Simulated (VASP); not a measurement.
# Cs (Fm-3m) in VASP: further runs

Cs is run at these levels: r2SCAN; tasks: single point.

All numbers are computed with VASP 6.6.1; they aren't measurements. Logs are shortened: lines on timing, memory, paths and dates and some standing lists are left out, and cuts for length are marked.

**1. The cell of the first run**

The structure is cubic, space group Fm-3m (No. 225). Conventional cell: a = 7.609 Å, b = 7.609 Å, c = 7.609 Å, α = 90.00°, β = 90.00°, γ = 90.00°.

This isn't the form of Cs at room conditions, which is bcc.

**2. Single point, r2SCAN (110.15 Å³/atom)**

Contents of POSCAR:

```
Cs
1.0
    0.0000000000      3.8046640346      3.8046640346
    3.8046640346      0.0000000000      3.8046640346
    3.8046640346      3.8046640346      0.0000000000
Cs
1
Direct
    0.0000000000      0.0000000000      0.0000000000
```

Contents of INCAR.step1:

```
PREC = Accurate
ENCUT = 520
ISMEAR = 0
SIGMA = 0.05
LREAL = F
LASPH = T
NELM = 60
NBANDS = 10
GGA = PE
ALGO = Normal
EDIFF = 1E-4
LWAVE = T
LCHARG = F
```

Contents of INCAR.step2:

```
PREC = Accurate
ENCUT = 520
EDIFF = 1E-7
ISMEAR = 0
SIGMA = 0.05
LREAL = F
LASPH = T
NELM = 60
ALGO = Normal
ISIF = 2
LWAVE = F
LCHARG = F
METAGGA = R2SCAN
LMIXTAU = T
NBANDS = 10
ISTART = 1
```

Contents of KPOINTS:

```
Automatic mesh
0
Gamma
  10 10 10
```

Potentials or basis: VASP PAW PBE potentials, release 64 (Cs_sv).

Started as:

```sh
$ cat potpaw_PBE.64/Cs_sv/POTCAR > POTCAR
$ cp INCAR.step1 INCAR
$ mpirun -np 1 vasp_std > vasp.out
$ cp INCAR.step2 INCAR
$ mpirun -np 1 vasp_std > vasp.out
```

OUTCAR:

```text
PREC = Accurate
   ENCUT = 520
   EDIFF = 1E-7
   ISMEAR = 0
   LREAL = F
   LASPH = T
   NELM = 60
   ISIF = 2
   METAGGA = R2SCAN
   ISTART = 1

 ion  position               nearest neighbor table
   1  0.000  0.000  0.000-

  LATTYP: Found a face centered cubic cell.
 ALAT       =     7.6093280692

  Lattice vectors:

 A1 = (   0.0000000000,   3.8046640346,   3.8046640346)
 A2 = (   3.8046640346,   0.0000000000,   3.8046640346)
 A3 = (   3.8046640346,   3.8046640346,   0.0000000000)

Analysis of symmetry for initial positions (statically):
=====================================================================
 Subroutine PRICEL returns:
 Original cell was already a primitive cell.

 Routine SETGRP: Setting up the symmetry group for a
 face centered cubic supercell.

 Subroutine GETGRP returns: Found 48 space group operations
 (whereof 48 operations were pure point group operations)
 out of a pool of 48 trial point group operations.

The static configuration has the point symmetry O_h .

Analysis of symmetry for dynamics (positions and initial velocities):
=====================================================================
 Subroutine PRICEL returns:
 Original cell was already a primitive cell.

 Routine SETGRP: Setting up the symmetry group for a
 face centered cubic supercell.

 Subroutine GETGRP returns: Found 48 space group operations
 (whereof 48 operations were pure point group operations)
 out of a pool of 48 trial point group operations.

The dynamic configuration has the point symmetry O_h .

 Subroutine INISYM returns: Found 48 space group operations
 (whereof 48 operations are pure point group operations),
 and found     1 'primitive' translations

----------------------------------------------------------------------------------------

                                     Primitive cell

  volume of cell :     110.1486

  direct lattice vectors                    reciprocal lattice vectors
     0.000000000  3.804664035  3.804664035    -0.131417648  0.131417648  0.131417648
     3.804664035  0.000000000  3.804664035     0.131417648 -0.131417648  0.131417648
     3.804664035  3.804664035  0.000000000     0.131417648  0.131417648 -0.131417648

  length of vectors
     5.380607478  5.380607478  5.380607478     0.227622044  0.227622044  0.227622044

  position of ions in fractional coordinates (direct lattice)
     0.000000000  0.000000000  0.000000000

  ion indices of the primitive-cell ions
   primitive index   ion index
                 1           1

----------------------------------------------------------------------------------------

 KPOINTS: Automatic mesh

Automatic generation of k-mesh.
 Grid dimensions read from file:
 generate k-points for:   10   10   10

 Generating k-lattice:

  Cartesian coordinates                     Fractional coordinates (reciprocal lattice)
    -0.013141765  0.013141765  0.013141765     0.100000000  0.000000000  0.000000000
     0.013141765 -0.013141765  0.013141765     0.000000000  0.100000000  0.000000000
     0.013141765  0.013141765 -0.013141765     0.000000000  0.000000000  0.100000000

  Length of vectors
     0.022762204  0.022762204  0.022762204

  Shift w.r.t. Gamma in fractional coordinates (k-lattice)
     0.000000000  0.000000000  0.000000000

 Subroutine IBZKPT returns following result:
 ===========================================

 Found     47 irreducible k-points:

 Following reciprocal coordinates:
            Coordinates               Weight
  0.000000  0.000000  0.000000      1.000000
  0.100000  0.000000  0.000000      8.000000
  0.200000  0.000000  0.000000      8.000000
  0.300000  0.000000  0.000000      8.000000
  0.400000  0.000000  0.000000      8.000000
  0.500000  0.000000  0.000000      4.000000
[... 16 lines left out ...]
  0.300000  0.300000  0.000000      6.000000
  0.400000  0.300000  0.000000     24.000000
 [... further k-points ...]
   k-points           NKPTS =     47   k-points in BZ     NKDIM =     47   number of bands    NBANDS=     10
   number of dos      NEDOS =    301   number of ions     NIONS =      1
   total plane-waves  NPLWV =  64000
   dimension x,y,z NGX =    40 NGY =   40 NGZ =   40
   dimension x,y,z NGXF=    80 NGYF=   80 NGZF=   80
   ions per type =               1
   NGX,Y,Z   is equivalent  to a cutoff of  12.36, 12.36, 12.36 a.u.
   NGXF,Y,Z  is equivalent  to a cutoff of  24.72, 24.72, 24.72 a.u.
 SYSTEM =  unknown system
   PREC   = accura    normal or accurate (medium, high low for compatibility)
   ISTART =      1    job   : 0-new  1-cont  2-samecut
   ICHARG =      0    charge: 1-file 2-atom 10-const
   ISPIN  =      1    spin polarized calculation?
   LNONCOLLINEAR =      F non collinear calculations
   LSORBIT =      F    spin-orbit coupling
   LASPH  =      T    aspherical Exc in radial PAW
   ENCUT  =  520.0 eV  38.22 Ry    6.18 a.u.  10.00 10.00 10.00*2*pi/ulx,y,z
   NELM   =     60;   NELMIN=  2; NELMDL=  0     # of ELM steps
   EDIFF  = 0.1E-06   stopping-criterion for ELM
   LREAL  =      F    real-space projection
   EDIFFG = 0.1E-05   stopping-criterion for IOM
   NSW    =      0    number of steps for IOM
   IBRION =     -1    ionic relax: 0-MD 1-quasi-New 2-CG
   NFREE  =      0    steps in history (QN), initial steepest desc. (CG)
   ISIF   =      2    stress and relaxation
   ISYM   =      2    0-nonsym 1-usesym 2-fastsym
   POTIM  = 0.5000    time-step for ionic-motion
   TEBEG  =    0.0;   TEEND  =   0.0 temperature during run
   PSTRESS=    0.0 pullay stress
   NELECT =       9.0000    total number of electrons
   NUPDOWN=      -1.0000    fix difference up-down
   EMIN   =  10.00;   EMAX   =-10.00  energy-range for DOS
   EFERMI =   0.00;   METHOD = LEGACY
   ISMEAR =     0;   SIGMA  =   0.05  broadening in eV -4-tet -1-fermi 0-gaus
   EFERMI_NEDOS =   21; number of points for ismear=-14 and -15
   IALGO  =     38    algorithm
   IMIX   =      4    mixing-type and parameters
     AMIX     =   0.40;   BMIX     =  1.00
     AMIX_MAG =   1.60;   BMIX_MAG =  1.00
  volume/ion in A,a.u.               =     110.15       743.32
  Fermi-wavevector in a.u.,A,eV,Ry     =   0.710389  1.342440  6.866208  0.504652
  Thomas-Fermi vector in A             =   1.797223
   LORBIT       =      0    0 simple, 1 ext, 2 COOP (PROOUT), +10 PAW based schemes
   METAGGA = R2SCAN    functional components
   LHFCALC =     F    Hartree Fock is set to
   AEXX    =    0.0000 exact exchange contribution
   IVDW    =     0    specifies the selected vdW correction
   LEPSILON=     F    determine dielectric tensor
   LRPA    =     F    only Hartree local field effects (RPA)
 non-spin polarized calculation
 Gauss-broadening in eV      SIGMA  =   0.05
  energy-cutoff  :      520.00
  volume of cell :      110.15
 maximum number of plane-waves:      2992
   NGX = 21   NGY = 21   NGZ = 21

 number of electron       9.0000002 magnetization

 Free energy of the ion-electron system (eV)
  ---------------------------------------------------
  ext. energy  EPLUGINS =         0.00000000
  ---------------------------------------------------
  free energy    TOTEN  =       -25.00450799 eV

  energy without entropy =      -25.00238586  energy(sigma->0) =      -25.00344692

 E-fermi :   0.6470     XC(G=0):  -5.7469

 val. band max:        0.6449797963   @ k =   0.4000   0.4000   0.0000
 cond. band min:       0.6581940137   @ k =   0.5000   0.3000   0.1000
 fundamental gap:      0.0132142173
 Fermi energy:         0.6469524772

 k-point     1 :       0.0000    0.0000    0.0000
  band No.  band energies     occupation
      1     -24.1109      2.00000
      2     -10.4721      2.00000
      3     -10.4721      2.00000
      4     -10.4721      2.00000
      5      -1.1612      2.00000
      6       3.4254      0.00000
      7       3.4254      0.00000
      8       3.4254      0.00000
      9       4.6369      0.00000
     10       4.6369      0.00000

 k-point     2 :       0.1000    0.0000    0.0000
  band No.  band energies     occupation
      1     -24.1101      2.00000
      2     -10.4880      2.00000
      3     -10.4741      2.00000
      4     -10.4741      2.00000
      5      -1.0463      2.00000
      6       3.1760      0.00000
      7       3.4769      0.00000
      8       3.4769      0.00000
      9       4.5261      0.00000
     10       4.5261      0.00000

 k-point     3 :       0.2000    0.0000    0.0000
  band No.  band energies     occupation
      1     -24.1080      2.00000
      2     -10.5293      2.00000
      3     -10.4793      2.00000
      4     -10.4793      2.00000
      5      -0.7180      2.00000
      6       2.6852      0.00000
      7       3.5366      0.00000
      8       3.5366      0.00000
      9       4.4313      0.00000
     10       4.4313      0.00000

 k-point     4 :       0.3000    0.0000    0.0000
  band No.  band energies     occupation
      1     -24.1055      2.00000
      2     -10.5791      2.00000
      3     -10.4857      2.00000
      4     -10.4857      2.00000
      5      -0.2264      2.00000
      6       2.1775      0.00000
      7       3.4367      0.00000
      8       3.4367      0.00000
      9       4.6823      0.00000
     10       4.6823      0.00000
[... 222 lines left out ...]
 k-point    22 :      -0.2000    0.2000    0.0000
  band No.  band energies     occupation
      1     -24.1046      2.00000
      2     -10.5711      2.00000
      3     -10.5162      2.00000
      4     -10.4849      2.00000
      5      -0.0544      2.00000
      6       2.2870      0.00000
      7       2.7987      0.00000
      8       3.7492      0.00000
      9       4.0631      0.00000
     10       5.2738      0.00000

 k-point    23 :       0.3000    0.3000    0.0000
  band No.  band energies     occupation
      1     -24.1037      2.00000
      2     -10.5737      2.00000
      3     -10.5095      2.00000
      4     -10.5095      2.00000
      5       0.0425      2.00000
      6       2.1529      0.00000
      7       2.7155      0.00000
      8       4.0777      0.00000
      9       4.0777      0.00000
     10       5.1374      0.00000

 k-point    24 :       0.4000    0.3000    0.0000
  band No.  band energies     occupation
      1     -24.1021      2.00000
      2     -10.5947      2.00000
      3     -10.5209      2.00000
      4     -10.5158      2.00000
      5       0.4276      2.00000
      6       1.9778      0.00000
      7       2.4279      0.00000
      8       4.1721      0.00000
      9       4.3927      0.00000
     10       5.3869      0.00000

 [... further k-points ...]
[... 5 lines left out ...]
  --------------------------------------------------------------------------------------
  -------------------------------------------------------------------------------------
  Total        0.1904798      0.1904798      0.1904798      0.0000000      0.0000000      0.0000000
  in kB        2.7706424      2.7706424      2.7706424      0.0000000      0.0000000      0.0000000
  external PRESSURE =       2.7706424 kB  Pullay stress =       0.0000000 kB

 VOLUME and BASIS-vectors are now :
 -----------------------------------------------------------------------------
  energy-cutoff  :      520.00
  volume of cell :      110.15
      direct lattice vectors                 reciprocal lattice vectors
     0.000000000  3.804664035  3.804664035    -0.131417648  0.131417648  0.131417648
     3.804664035  0.000000000  3.804664035     0.131417648 -0.131417648  0.131417648
     3.804664035  3.804664035  0.000000000     0.131417648  0.131417648 -0.131417648

 POSITION                                       TOTAL-FORCE (eV/Angst)
 -----------------------------------------------------------------------------------
      0.00000      0.00000      0.00000         0.000000      0.000000      0.000000
 -----------------------------------------------------------------------------------
    total drift:                               -0.000000     -0.000000     -0.000000

  FREE ENERGIE OF THE ION-ELECTRON SYSTEM (eV)
  ---------------------------------------------------
  free  energy   TOTEN  =       -25.0045079905 eV

  energy  without entropy=      -25.0023858576  energy(sigma->0) =      -25.00344692
```

Wall time 5.6 min (1 thread of Intel Xeon 8259CL, shared host); peak memory 0.28 GiB.

Results:

* Free energy: -25.0045 eV
* Pressure: 0.3 GPa
* Band gap on the k mesh: zero (an odd number of electrons rules out a gap without spin polarisation)

Caveat: the PAW data sets were made with another functional, which shifts forces and pressure a little; spin-orbit coupling is left out, which moves the levels of the heavy elements.

**3. Single point, r2SCAN (115.16 Å³/atom)**

This run uses another cell than the first one, of 115.16 Å³/atom.

Contents of POSCAR:

```
Cs
1.0
    0.0000000000      3.8614584382      3.8614584382
    3.8614584382      0.0000000000      3.8614584382
    3.8614584382      3.8614584382      0.0000000000
Cs
1
Direct
    0.0000000000      0.0000000000      0.0000000000
```

Edit INCAR.step1 of step 2 so:

```diff
@@ -6,3 +6,3 @@
 LASPH = T
-NELM = 60
+NELM = 80
 NBANDS = 10
```

Contents of INCAR.step2:

```
PREC = Accurate
ENCUT = 520
EDIFF = 1E-6
ISMEAR = 0
SIGMA = 0.05
LREAL = F
LASPH = T
NELM = 80
ALGO = Normal
ISIF = 2
LWAVE = F
LCHARG = T
METAGGA = R2SCAN
LMIXTAU = T
LELF = T
LVHAR = T
NBANDS = 10
ISTART = 1
```

Contents of KPOINTS:

```
regular mesh
0
Gamma
  10 10 10
```

Potentials or basis: VASP PAW PBE potentials, release 64 (Cs_sv).

Started as:

```sh
$ cat potpaw_PBE.64/Cs_sv/POTCAR > POTCAR
$ cp INCAR.step1 INCAR
$ mpirun -np 1 vasp_std > vasp.out
$ cp INCAR.step2 INCAR
$ mpirun -np 1 vasp_std > vasp.out
```

It took 9.2 min on 1 thread of Intel Xeon 8259CL, shared host; peak memory 0.31 GiB.

The run converged. Its results:

```yaml
Free_energy: -25.0115 eV
Pressure: 0.2 GPa
Band_gap_on_the_k_mesh: zero (an odd number of electrons rules out a gap without spin polarisation)
```

Levels at points of the mesh, in eV from the Fermi level:
```
           k point  band 2  band 3  band 4  band 5  band 6  band 7  band 8  band 9
(0.00, 0.00, 0.00)  -11.14  -11.14  -11.14   -1.76    2.76    2.76    2.76    3.93
(0.50, 0.00, 0.00)  -11.28  -11.16  -11.16    0.07    0.69    2.58    2.58    4.72
(0.50, 0.50, 0.00)  -11.27  -11.19  -11.19    0.29    1.16    1.47    4.36    4.36
```

Caveat: the PAW data sets were made with another functional, which shifts forces and pressure a little; spin-orbit coupling is left out, which moves the levels of the heavy elements.

**4. Single point, r2SCAN (120.16 Å³/atom)**

This run uses another cell than the first one, of 120.16 Å³/atom.

Contents of POSCAR:

```
Cs
1.0
    0.0000000000      3.9166295840      3.9166295840
    3.9166295840      0.0000000000      3.9166295840
    3.9166295840      3.9166295840      0.0000000000
Cs
1
Direct
    0.0000000000      0.0000000000      0.0000000000
```

Edit INCAR.step1 of step 3 so:

```diff
@@ -6,3 +6,3 @@
 LASPH = T
-NELM = 80
+NELM = 60
 NBANDS = 10
```

Contents of INCAR.step2:

```
PREC = Accurate
ENCUT = 520
EDIFF = 1E-6
ISMEAR = 0
SIGMA = 0.05
LREAL = F
LASPH = T
NELM = 60
ALGO = Normal
ISIF = 2
LWAVE = F
LCHARG = F
METAGGA = R2SCAN
LMIXTAU = T
NBANDS = 10
ISTART = 1
```

KPOINTS is that of step 3.

Started as:

```sh
$ cat potpaw_PBE.64/Cs_sv/POTCAR > POTCAR
$ cp INCAR.step1 INCAR
$ mpirun -np 1 vasp_std > vasp.out
$ cp INCAR.step2 INCAR
$ mpirun -np 1 vasp_std > vasp.out
```

Wall time 7.8 min (1 thread of Intel Xeon 8259CL, shared host); peak memory 0.31 GiB.

Results (log left out):

* Free energy: -25.0153 eV
* Pressure: 0.1 GPa
* Band gap on the k mesh: zero (an odd number of electrons rules out a gap without spin polarisation)

Levels at points of the mesh, in eV from the Fermi level:
```tsv
k point	band 1	band 2	band 3	band 4	band 5	band 6	band 7	band 8	band 9	band 10
(0.00, 0.00, 0.00)	-24.79	-11.17	-11.17	-11.17	-1.72	2.75	2.75	2.75	3.88	3.88
(0.50, 0.00, 0.00)	-24.79	-11.29	-11.18	-11.18	0.09	0.66	2.58	2.58	4.64	4.64
(0.50, 0.50, 0.00)	-24.79	-11.28	-11.21	-11.21	0.33	1.19	1.41	4.24	4.24	4.66
```

Caveat: the PAW data sets were made with another functional, which shifts forces and pressure a little; spin-orbit coupling is left out, which moves the levels of the heavy elements.

**5. Single point, r2SCAN (125.17 Å³/atom)**

This run uses another cell than the first one, of 125.17 Å³/atom.

Contents of POSCAR:

```
Cs
1.0
    0.0000000000      3.9702887120      3.9702887120
    3.9702887120      0.0000000000      3.9702887120
    3.9702887120      3.9702887120      0.0000000000
Cs
1
Direct
    0.0000000000      0.0000000000      0.0000000000
```

Contents of INCAR.step1:

```
SYSTEM = Cs
PREC = Accurate
ENCUT = 520
ISMEAR = 0
SIGMA = 0.05
LREAL = .False.
LASPH = .True.
NELM = 60
NBANDS = 10
GGA = PE
ALGO = Normal
EDIFF = 1E-4
LWAVE = .True.
LCHARG = .False.
```

Contents of INCAR.step2:

```
SYSTEM = Cs
PREC = Accurate
ENCUT = 520
EDIFF = 1E-6
ISMEAR = 0
SIGMA = 0.05
LREAL = .False.
LASPH = .True.
NELM = 60
ALGO = Normal
ISIF = 2
LWAVE = .False.
LCHARG = .False.
METAGGA = R2SCAN
LMIXTAU = .True.
NBANDS = 10
ISTART = 1
```

Contents of KPOINTS:

```
regular mesh
0
Gamma
  10 10 10
  0 0 0
```

Started as:

```sh
$ cat potpaw_PBE.64/Cs_sv/POTCAR > POTCAR
$ cp INCAR.step1 INCAR
$ mpirun -np 1 vasp_std > vasp.out
$ cp INCAR.step2 INCAR
$ mpirun -np 1 vasp_std > vasp.out
```

Wall time 8.7 min (1 thread of Intel Xeon 8259CL, shared host); peak memory 0.31 GiB.

It converged, with:

* Free energy: -25.0164 eV
* Pressure: 0.0 GPa
* Band gap on the k mesh: zero (an odd number of electrons rules out a gap without spin polarisation)

Levels at points of the mesh, in eV from the Fermi level:
```tsv
k point	band 3	band 4	band 5	band 6	band 7	band 8
(0.00, 0.00, 0.00)	-11.19	-11.19	-1.68	2.73	2.73	2.73
(0.50, 0.00, 0.00)	-11.21	-11.21	0.10	0.62	2.56	2.56
(0.50, 0.50, 0.00)	-11.23	-11.23	0.37	1.22	1.35	4.12
```

Caveat: the PAW data sets were made with another functional, which shifts forces and pressure a little; spin-orbit coupling is left out, which moves the levels of the heavy elements.

**6. Single point, r2SCAN (130.18 Å³/atom)**

This run uses another cell than the first one, of 130.18 Å³/atom.

Contents of POSCAR:

```
Cs
1.0
    0.0000000000      4.0225353444      4.0225353444
    4.0225353444      0.0000000000      4.0225353444
    4.0225353444      4.0225353444      0.0000000000
Cs
1
Direct
    0.0000000000      0.0000000000      0.0000000000
```

Contents of INCAR.step1:

```
PREC = Accurate
ENCUT = 520
ISMEAR = 0
SIGMA = 0.05
LREAL = F
LASPH = T
NELM = 80
NBANDS = 10
GGA = PE
ALGO = Normal
EDIFF = 1E-4
LWAVE = T
LCHARG = F
```

Contents of INCAR.step2:

```
PREC = Accurate
ENCUT = 520
EDIFF = 1E-6
ISMEAR = 0
SIGMA = 0.05
LREAL = F
LASPH = T
NELM = 80
ALGO = Normal
ISIF = 2
LWAVE = F
LCHARG = F
METAGGA = R2SCAN
LMIXTAU = T
NBANDS = 10
ISTART = 1
```

Contents of KPOINTS:

```
Automatic mesh
0
Gamma
  10 10 10
```

Potentials or basis: VASP PAW PBE potentials, release 64 (Cs_sv).

Started as:

```sh
$ cat potpaw_PBE.64/Cs_sv/POTCAR > POTCAR
$ cp INCAR.step1 INCAR
$ mpirun -np 1 vasp_std > vasp.out
$ cp INCAR.step2 INCAR
$ mpirun -np 1 vasp_std > vasp.out
```

Wall time 9 min (1 thread of Intel Xeon 8259CL, shared host); peak memory 0.31 GiB.

The run converged. Its results:

```yaml
Free_energy: -25.0152 eV
Pressure: -0.1 GPa
Band_gap_on_the_k_mesh: zero (an odd number of electrons rules out a gap without spin polarisation)
```

Levels at points of the mesh, in eV from the Fermi level:
```
           k point  band 3  band 4  band 5  band 6  band 7  band 8
(0.00, 0.00, 0.00)  -11.22  -11.22   -1.64    2.71    2.71    2.71
(0.50, 0.00, 0.00)  -11.23  -11.23    0.11    0.60    2.55    2.55
(0.50, 0.50, 0.00)  -11.25  -11.25    0.40    1.24    1.29    4.01
```

Caveat: the PAW data sets were made with another functional, which shifts forces and pressure a little; spin-orbit coupling is left out, which moves the levels of the heavy elements.

**7. The runs side by side**

```csv
cell,gap on the mesh (eV),pressure (GPa)
"a = 5.381 Å, angles 60.0°, 1 atom",none,0.3
"a = 5.461 Å, angles 60.0°, 1 atom",none,0.2
"a = 5.539 Å, angles 60.0°, 1 atom",none,0.1
"a = 5.615 Å, angles 60.0°, 1 atom",none,0.0
"a = 5.689 Å, angles 60.0°, 1 atom",none,-0.1
```

Alike in all rows: task single point; level r2SCAN; potentials or basis VASP PAW PBE potentials, release 64 (Cs_sv); no spin polarisation; k mesh 10 × 10 × 10; cutoff (eV) 520; smearing gaussian 0.05 eV.

Caveats: the PAW data sets were made with another functional, which shifts forces and pressure a little; spin-orbit coupling is left out, which moves the levels of the heavy elements.

Total energies depend on the potentials used, so only differences within one code and one set of settings carry meaning.

The gap in the log of VASP goes by the Fermi energy; the results here count the filled bands.